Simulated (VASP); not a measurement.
# SiGe (P6_3mc) in VASP: further runs, part 2 of 2

VASP 6.6.1. Earlier steps stand in the parts before.

## Step 3: Single point, PBEsol (all Ge atoms moved +0.263 Å, as atom 3 along Cartesian [0 0 1])

Contents of INCAR:

```
SYSTEM = SiGe
PREC = Accurate
ENCUT = 520
EDIFF = 1E-7
ISMEAR = 0
SIGMA = 0.03
LREAL = .FALSE.
LASPH = .TRUE.
NELM = 80
ALGO = Normal
ISIF = 2
LWAVE = .FALSE.
LCHARG = .FALSE.
GGA = PS
NBANDS = 26
```

Contents of KPOINTS:

```
Automatic mesh
0
G
  12 12 6
  0 0 0
```

Contents of POSCAR:

```
SiGe
1.0
    3.9005968931      0.0000000000      0.0000000000
   -1.9502984466      3.3780159994      0.0000000000
    0.0000000000      0.0000000000      6.4433927721
Si Ge
2 2
Direct
    0.6666666667      0.3333333333      0.8745463420
    0.3333333333      0.6666666667      0.3745463420
    0.6666666667      0.3333333333      0.5411920649
    0.3333333333      0.6666666667      0.0411920649
```

Potentials or basis: VASP PAW PBE potentials, release 64 (Si, Ge_d).

Run with:

```console
> cat potpaw_PBE.64/Si/POTCAR potpaw_PBE.64/Ge_d/POTCAR > POTCAR
> mpirun -np 1 vasp_std > vasp.out
```

OUTCAR:

```text
SYSTEM = SiGe
   PREC = Accurate
   ENCUT = 520
   EDIFF = 1E-7
   ISMEAR = 0
   LREAL = .FALSE.
   LASPH = .TRUE.
   NELM = 80
   ISIF = 2
   GGA = PS

 ion  position               nearest neighbor table
   1  0.667  0.333  0.875-   3 2.15   4 2.49   4 2.49   4 2.49
   2  0.333  0.667  0.375-   4 2.15   3 2.49   3 2.49   3 2.49
   3  0.667  0.333  0.541-   1 2.15   2 2.49   2 2.49   2 2.49
   4  0.333  0.667  0.041-   2 2.15   1 2.49   1 2.49   1 2.49

  LATTYP: Found a hexagonal cell.
 ALAT       =     3.9005968931
 C/A-ratio  =     1.6518991705

  Lattice vectors:

 A1 = (   3.9005968931,   0.0000000000,   0.0000000000)
 A2 = (  -1.9502984466,   3.3780159994,   0.0000000000)
 A3 = (   0.0000000000,   0.0000000000,   6.4433927721)

Analysis of symmetry for initial positions (statically):
=====================================================================
 Subroutine PRICEL returns:
 Original cell was already a primitive cell.

 Routine SETGRP: Setting up the symmetry group for a
 hexagonal supercell.

 Subroutine GETGRP returns: Found 12 space group operations
 (whereof  6 operations were pure point group operations)
 out of a pool of 24 trial point group operations.

The static configuration has the point symmetry C_3v.
 The point group associated with its full space group is C_6v.

Analysis of symmetry for dynamics (positions and initial velocities):
=====================================================================
 Subroutine PRICEL returns:
 Original cell was already a primitive cell.

 Routine SETGRP: Setting up the symmetry group for a
 hexagonal supercell.

 Subroutine GETGRP returns: Found 12 space group operations
 (whereof  6 operations were pure point group operations)
 out of a pool of 24 trial point group operations.

The dynamic configuration has the point symmetry C_3v.
 The point group associated with its full space group is C_6v.

 Subroutine INISYM returns: Found 12 space group operations
 (whereof  6 operations are pure point group operations),
 and found     1 'primitive' translations

----------------------------------------------------------------------------------------

                                     Primitive cell

  volume of cell :      84.8999

  direct lattice vectors                    reciprocal lattice vectors
     3.900596893  0.000000000  0.000000000     0.256371019  0.148015877  0.000000000
    -1.950298447  3.378015999  0.000000000     0.000000000  0.296031754  0.000000000
     0.000000000  0.000000000  6.443392772     0.000000000  0.000000000  0.155197741

  length of vectors
     3.900596893  3.900596893  6.443392772     0.296031754  0.296031754  0.155197741

  position of ions in fractional coordinates (direct lattice)
     0.666666667  0.333333333  0.874546342
     0.333333333  0.666666667  0.374546342
     0.666666667  0.333333333  0.541192065
     0.333333333  0.666666667  0.041192065

  ion indices of the primitive-cell ions
   primitive index   ion index
                 1           1
                 2           2
                 3           3
                 4           4

----------------------------------------------------------------------------------------

 KPOINTS: Automatic mesh

Automatic generation of k-mesh.
 Grid dimensions read from file:
 generate k-points for:   12   12    6

 Generating k-lattice:

  Cartesian coordinates                     Fractional coordinates (reciprocal lattice)
     0.021364252  0.012334656  0.000000000     0.083333333  0.000000000  0.000000000
     0.000000000  0.024669313  0.000000000     0.000000000  0.083333333  0.000000000
     0.000000000  0.000000000  0.025866290     0.000000000  0.000000000  0.166666667

  Length of vectors
     0.024669313  0.024669313  0.025866290

  Shift w.r.t. Gamma in fractional coordinates (k-lattice)
     0.000000000  0.000000000  0.000000000

 Subroutine IBZKPT returns following result:
 ===========================================

 Found     76 irreducible k-points:

 Following reciprocal coordinates:
            Coordinates               Weight
  0.000000  0.000000  0.000000      1.000000
  0.083333  0.000000  0.000000      6.000000
  0.166667  0.000000  0.000000      6.000000
  0.250000  0.000000  0.000000      6.000000
  0.333333  0.000000  0.000000      6.000000
  0.416667  0.000000  0.000000      6.000000
[... 16 lines left out ...]
  0.250000  0.000000  0.166667     12.000000
  0.333333  0.000000  0.166667     12.000000
 [... further k-points ...]
   k-points           NKPTS =     76   k-points in BZ     NKDIM =     76   number of bands    NBANDS=     26
   number of dos      NEDOS =    301   number of ions     NIONS =      4
   total plane-waves  NPLWV =  43200
   dimension x,y,z NGX =    30 NGY =   30 NGZ =   48
   dimension x,y,z NGXF=    60 NGYF=   60 NGZF=   96
   ions per type =               2   2
   NGX,Y,Z   is equivalent  to a cutoff of  12.79, 12.79, 12.38 a.u.
   NGXF,Y,Z  is equivalent  to a cutoff of  25.57, 25.57, 24.77 a.u.
 SYSTEM =  SiGe
   PREC   = accura    normal or accurate (medium, high low for compatibility)
   ISTART =      0    job   : 0-new  1-cont  2-samecut
   ICHARG =      2    charge: 1-file 2-atom 10-const
   ISPIN  =      1    spin polarized calculation?
   LNONCOLLINEAR =      F non collinear calculations
   LSORBIT =      F    spin-orbit coupling
   LASPH  =      T    aspherical Exc in radial PAW
   ENCUT  =  520.0 eV  38.22 Ry    6.18 a.u.   7.25  7.25 11.98*2*pi/ulx,y,z
   NELM   =     80;   NELMIN=  2; NELMDL= -5     # of ELM steps
   EDIFF  = 0.1E-06   stopping-criterion for ELM
   LREAL  =      F    real-space projection
   EDIFFG = 0.1E-05   stopping-criterion for IOM
   NSW    =      0    number of steps for IOM
   IBRION =     -1    ionic relax: 0-MD 1-quasi-New 2-CG
   NFREE  =      0    steps in history (QN), initial steepest desc. (CG)
   ISIF   =      2    stress and relaxation
   ISYM   =      2    0-nonsym 1-usesym 2-fastsym
   POTIM  = 0.5000    time-step for ionic-motion
   TEBEG  =    0.0;   TEEND  =   0.0 temperature during run
   PSTRESS=    0.0 pullay stress
   NELECT =      36.0000    total number of electrons
   NUPDOWN=      -1.0000    fix difference up-down
   EMIN   =  10.00;   EMAX   =-10.00  energy-range for DOS
   EFERMI =   0.00;   METHOD = LEGACY
   ISMEAR =     0;   SIGMA  =   0.03  broadening in eV -4-tet -1-fermi 0-gaus
   EFERMI_NEDOS =   21; number of points for ismear=-14 and -15
   IALGO  =     38    algorithm
   IMIX   =      4    mixing-type and parameters
     AMIX     =   0.40;   BMIX     =  1.00
     AMIX_MAG =   1.60;   BMIX_MAG =  1.00
  volume/ion in A,a.u.               =      21.22       143.23
  Fermi-wavevector in a.u.,A,eV,Ry     =   1.229910  2.324192 20.581230  1.512678
  Thomas-Fermi vector in A             =   2.364779
   LORBIT       =      0    0 simple, 1 ext, 2 COOP (PROOUT), +10 PAW based schemes
   GGA     = PS    functional components
   LHFCALC =     F    Hartree Fock is set to
   AEXX    =    0.0000 exact exchange contribution
   IVDW    =     0    specifies the selected vdW correction
   LEPSILON=     F    determine dielectric tensor
   LRPA    =     F    only Hartree local field effects (RPA)
 non-spin polarized calculation
 Gauss-broadening in eV      SIGMA  =   0.03
  energy-cutoff  :      520.00
  volume of cell :       84.90
 maximum number of plane-waves:      2316
 NGX is ok and might be reduce to    30
   NGX = 15   NGY = 15   NGZ = 23

 number of electron      35.9999968 magnetization

 Free energy of the ion-electron system (eV)
  ---------------------------------------------------
  ext. energy  EPLUGINS =         0.00000000
  ---------------------------------------------------
  free energy    TOTEN  =       -20.22358768 eV

  energy without entropy =      -20.22309700  energy(sigma->0) =      -20.22334234

 E-fermi :   5.7585     XC(G=0):  -9.9000

 val. band max:        5.7326952550   @ k =   0.3333   0.0000   0.3333
 cond. band min:       5.7708946254   @ k =   0.1667   0.0000   0.0000
 fundamental gap:      0.0381993704
 Fermi energy:         5.7585405841

 k-point     1 :       0.0000    0.0000    0.0000
  band No.  band energies     occupation
      1     -19.1288      2.00000
      2     -19.1268      2.00000
      3     -19.0805      2.00000
      4     -19.0805      2.00000
      5     -19.0744      2.00000
      6     -19.0744      2.00000
[... 685 lines left out ...]
     25      12.7181      0.00000
     26      12.9945      0.00000

 [... further k-points ...]

------------------------ aborting loop because EDIFF is reached ----------------------------------------

  FORCE on cell =-STRESS in cart. coord.  units (eV):
  Direction    XX          YY          ZZ          XY          YZ          ZX
  --------------------------------------------------------------------------------------
  -------------------------------------------------------------------------------------
  Total       -2.5188553     -2.5188553      9.0715656      0.0000000      0.0000000      0.0000000
  in kB      -47.5342252    -47.5342252    171.1927813      0.0000000      0.0000000      0.0000000
  external PRESSURE =      25.3747770 kB  Pullay stress =       0.0000000 kB

 VOLUME and BASIS-vectors are now :
 -----------------------------------------------------------------------------
  energy-cutoff  :      520.00
  volume of cell :       84.90
      direct lattice vectors                 reciprocal lattice vectors
     3.900596893  0.000000000  0.000000000     0.256371019  0.148015877  0.000000000
    -1.950298447  3.378015999  0.000000000     0.000000000  0.296031754  0.000000000
     0.000000000  0.000000000  6.443392772     0.000000000  0.000000000  0.155197741

 POSITION                                       TOTAL-FORCE (eV/Angst)
 -----------------------------------------------------------------------------------
      1.95030      1.12601      5.63505        -0.000000      0.000000      4.335086
     -0.00000      2.25201      2.41335         0.000000      0.000000      4.335086
      1.95030      1.12601      3.48711        -0.000000     -0.000000     -4.335086
     -0.00000      2.25201      0.26542         0.000000      0.000000     -4.335086
 -----------------------------------------------------------------------------------
    total drift:                                0.000000      0.000000     -0.000693

  FREE ENERGIE OF THE ION-ELECTRON SYSTEM (eV)
  ---------------------------------------------------
  free  energy   TOTEN  =       -20.2235876821 eV

  energy  without entropy=      -20.2230969972  energy(sigma->0) =      -20.22334234
```

OSZICAR:

```text
N       E                     dE             d eps       ncg     rms          rms(c)
DAV:   1     0.262942243485E+03    0.26294E+03   -0.17635E+04  4594   0.296E+03
DAV:   2     0.216816936099E+02   -0.24126E+03   -0.23258E+03  4008   0.628E+02
DAV:   3    -0.189465310944E+02   -0.40628E+02   -0.40191E+02  4792   0.153E+02
DAV:   4    -0.205767782284E+02   -0.16302E+01   -0.16267E+01  4756   0.345E+01
DAV:   5    -0.206111988248E+02   -0.34421E-01   -0.34412E-01  4892   0.554E+00    0.601E+00
DAV:   6    -0.203446496006E+02    0.26655E+00   -0.10729E-01  4678   0.256E+00    0.347E+00
DAV:   7    -0.202214205661E+02    0.12323E+00   -0.19712E-01  4522   0.294E+00    0.224E-01
DAV:   8    -0.202233071947E+02   -0.18866E-02   -0.19579E-02  4742   0.137E+00    0.139E-01
DAV:   9    -0.202235085732E+02   -0.20138E-03   -0.47777E-04  4754   0.148E-01    0.875E-02
DAV:  10    -0.202235780653E+02   -0.69492E-04   -0.78675E-05  5000   0.730E-02    0.252E-02
DAV:  11    -0.202235864134E+02   -0.83481E-05   -0.14215E-05  4574   0.243E-02    0.515E-03
DAV:  12    -0.202235873539E+02   -0.94046E-06   -0.12317E-06  4276   0.637E-03    0.220E-03
DAV:  13    -0.202235877125E+02   -0.35864E-06   -0.47309E-07  3760   0.601E-03    0.131E-03
DAV:  14    -0.202235876821E+02    0.30406E-07   -0.22692E-08  2308   0.217E-03
   1 F= -.20223588E+02 E0= -.20223342E+02  d E =-.490685E-03
```

stdout:

```text
POSCAR found type information on POSCAR SiGe
 POSCAR found :  2 types and       4 ions
 scaLAPACK will be used
 -----------------------------------------------------------------------------
|                                                                             |
|                                                                             |
|     You enforced a specific xc type in the INCAR file but a different       |
|     I HOPE YOU KNOW WHAT YOU ARE DOING!                                     |
|                                                                             |
 -----------------------------------------------------------------------------

 LDA part: xc-table for (Slater+PW92), standard interpolation
 POSCAR, INCAR and KPOINTS ok, starting setup
 FFT: planning ... GRIDC
 FFT: planning ... GRID_SOFT
 FFT: planning ... GRID
 WAVECAR not read
 entering main loop
```

Wall time 1.9 min (1 thread of Intel Xeon Platinum 8259CL at 2.50GHz (Skylake/Cascade Lake), shared host); peak memory 0.28 GiB.

What came out:

- Free energy: -20.2236 eV
- Pressure: 2.5 GPa
- Largest force: 4.335 eV/Å
- Band gap on the k mesh: zero (band 18 reaches 6.31 eV, above the bottom of band 19 at 5.59 eV)

Forces on the atoms (eV/Å):
```
Si   0.000  0.000  4.335
Si   0.000  0.000  4.335
Ge   0.000  0.000 -4.335
Ge   0.000  0.000 -4.335
```

Caveat: the cell differs from its parent crystal (all Ge atoms moved +0.263 Å, as atom 3 along Cartesian [0 0 1]); the PAW data sets were made with another functional, which shifts forces and pressure a little.
